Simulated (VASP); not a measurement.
Set up this calculation in VASP 6.6.1, as the native input.

- Task: single point
- Functional: PBEsol
- Potentials or basis: VASP PAW PBE potentials, release 64 (Pd)
- Cutoff: 520 eV
- k mesh: 12 × 12 × 12
- Occupations: fermi-dirac, width 0.05 eV
- Spin: no spin polarisation
- Dipole correction: no
- Further INCAR settings: ALGO = Normal; EDIFF = 1e-07; NBANDS = 11

The structure of Pd lies in POSCAR:

```
Pd
1.0
   -1.5401846266      1.5401846266      1.5401846266
    1.5401846266     -1.5401846266      1.5401846266
    1.5401846266      1.5401846266     -1.5401846266
Pd
1
Direct
    0.0000000000      0.0000000000      0.0000000000
```

This cell differs from its parent crystal: volume scaled by 0.94.

These files were run (other wordings do the same):

INCAR

```
SYSTEM = Pd
PREC     = Accurate       ! precision mode
ENCUT    = 520            ! plane-wave cutoff, eV
EDIFF    = 1E-7           ! SCF threshold, eV
ISMEAR   = -1             ! smearing method
SIGMA    = 0.05           ! smearing width, eV
LREAL    = .FALSE.        ! projectors in reciprocal space
LASPH    = .TRUE.         ! aspherical terms in the spheres
NELM     = 100            ! most SCF steps
ALGO     = Normal         ! electronic algorithm
ISIF     = 2              ! what is computed and relaxed
LWAVE    = .FALSE.        ! write WAVECAR
LCHARG   = .TRUE.         ! write CHGCAR
GGA      = PS             ! functional
LELF     = .TRUE.         ! ELF
LVHAR    = .TRUE.       
NBANDS   = 11             ! bands
```

KPOINTS

```
regular mesh
0
G
  12 12 12
  0 0 0
```

Potentials or basis: VASP PAW PBE potentials, release 64 (Pd).

The run is started by

```bash
$ cat potpaw_PBE.64/Pd/POTCAR > POTCAR
$ mpirun -np 1 vasp_std > vasp.out
```

It gave:

```json
{"Pressure": "0.2 GPa", "Band gap on the k mesh": "zero (band 5 reaches 10.40 eV, above the bottom of band 6 at 8.68 eV)"}
```

Caveat: the PAW data sets were made with another functional, which shifts forces and pressure a little.

It took 7.5 s on 1 thread of Intel Xeon 6975P-C, with other jobs on the host, peak memory 0.13 GiB.
